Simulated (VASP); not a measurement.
## Ge: single point with PBEsol+D4

**Measured values to compare with.**

From “Electronic and optical properties of SixGe1-x-ySny alloys lattice-matched to Ge”, 2021, arxiv:2109.02782, for a bulk crystal of Ge at 293 K: band gap 0.666 eV (indirect).

The system is Ge.

```
Ge
1.0
     0.00000    2.82891    2.82891
     2.82891    0.00000    2.82891
     2.82891    2.82891    0.00000
Ge
2
Cartesian
  4.2434 4.2434 4.2434
  2.8289 2.8289 2.8289
```

```
Program                : VASP 6.6.1
Task                   : single point
Functional             : PBEsol
Dispersion             : D4
Potentials or basis    : VASP PAW PBE potentials, release 64 (Ge_d)
Cutoff                 : 520 eV
k mesh                 : 8 × 8 × 8
Occupations            : fermi-dirac, width 0.01 eV
Spin                   : non-collinear spin, typed start
Starting moments       : [[0.0, 0.0, 0.5], [0.0, 0.0, -0.5]] μB
Dipole correction      : no
Further INCAR settings : ALGO = Normal; EDIFF = 1e-06; NBANDS = 40
```

```
Pressure                                              : -0.8 GPa
Band gap on the k mesh                                : zero (filled and empty bands touch)
Net moment                                            : 0.00 μB per cell
Valence electrons inside the program's atomic spheres : Ge 12.41
Dispersion energy per atom                            : -0.187 eV
```

Levels at points of the mesh, in eV from the Fermi level:
```
           k point  band 25  band 26  band 27  band 28  band 29  band 30  band 31  band 32
(0.00, 0.00, 0.00)    -0.01    -0.01    -0.01    -0.01    -0.01    -0.01     2.52     2.52
(0.50, 0.00, 0.00)    -1.42    -1.42    -1.42    -1.42     0.11     0.11     3.70     3.70
(0.50, 0.50, 0.00)    -3.10    -3.10    -3.10    -3.10     0.66     0.66     0.66     0.66
(0.00, 0.50, 0.50)    -3.10    -3.10    -3.10    -3.10     0.66     0.66     0.66     0.66
```

Moments on the atoms (μB; x, y, z):
```
Ge  0.00 0.00 0.00
Ge  0.00 0.00 0.00
```

Wall time 2.8 min on 1 thread of Intel(R) Xeon(R) 6975P-C (Granite Rapids), with other jobs on the host, peak memory 0.39 GiB.

A measured gap of Ge is 0.666 eV (indirect; 293 K; “Electronic and optical properties of SixGe1-x-ySny alloys lattice-matched to Ge”, 2021, arxiv:2109.02782); the calculated 0.00 eV misses it by -0.67 eV. 3 values of this kind are on record (0.666 to 0.807 eV); this one was drawn at random among those near their median. Spin-orbit coupling on Ge is left out. The value is that of PBEsol+D4 on a finite k mesh, which can miss the band edges, without temperature or zero-point motion. Semilocal functionals fall short of measured gaps as a rule.

Caveat: the PAW data sets were made with another functional, which shifts forces and pressure a little; pairwise dispersion overbinds metals, which lowers pressure and volume.
